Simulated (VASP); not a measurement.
Input of a VASP 6.6.1 run:

File INCAR:

```
SYSTEM = LiMg
PREC     = Accurate       ! precision mode
ENCUT    = 600            ! plane-wave cutoff, eV
EDIFF    = 1E-6           ! SCF threshold, eV
ISMEAR   = 0              ! smearing method
SIGMA    = 0.1            ! smearing width, eV
LREAL    = .False.        ! projectors in reciprocal space
LASPH    = .True.         ! aspherical terms in the spheres
NELM     = 100            ! most SCF steps
ALGO     = Normal         ! electronic algorithm
ISIF     = 3              ! what is computed and relaxed
LWAVE    = .False.        ! write WAVECAR
LCHARG   = .False.        ! write CHGCAR
GGA      = PS             ! functional
IBRION   = 2              ! ionic algorithm
NSW      = 100            ! ionic steps
EDIFFG   = -0.005         ! ionic threshold
```

File KPOINTS:

```
regular mesh
0
Gamma
  15 15 15
  0 0 0
```

Contents of POSCAR:

```
LiMg
1.0
    1.5457510101      0.8924397618      5.0810520986
   -1.5457510101      0.8924397618      5.0810520986
    0.0000000000     -1.7848795236      5.0810520986
Li Mg
1 1
Direct
    0.0000000000      0.0000000000      0.0000000000
    0.5000000000      0.5000000000      0.5000000000
```

Potentials or basis: VASP PAW PBE potentials, release 64 (Li_sv, Mg).

Launch:

```console
$ cat potpaw_PBE.64/Li_sv/POTCAR potpaw_PBE.64/Mg/POTCAR > POTCAR
$ mpirun -np 1 vasp_std > vasp.out
```

Problem. Predict the relaxed volume.

Solution. 20.77 Å³/atom.

Problem. What does it give for the relaxed cell?

Solution. a = 5.323 Å, b = 5.323 Å, c = 5.323 Å, α = 33.78°, β = 33.78°, γ = 33.78°.

Problem. Estimate the space group after relaxing (to 0.05 Å).

Solution. R-3m (No. 166).

Final structure:
```yaml
crystal:
  lattice:
    - [1.54650, 0.89287, 5.01406]
    - [-1.54650, 0.89287, 5.01406]
    - [0.00000, -1.78574, 5.01406]
  atoms:
    - { symbol: Li, position: [0.00000, 0.00000, 0.00000] }
    - { symbol: Mg, position: [0.50000, 0.50000, 0.50000] }
```

Caveat: the cutoff is under 1.25 times the usual one of these potentials, so pressure, stress and relaxed cells hold a basis-set (Pulay) error; the PAW data sets were made with another functional, which shifts forces and pressure a little.
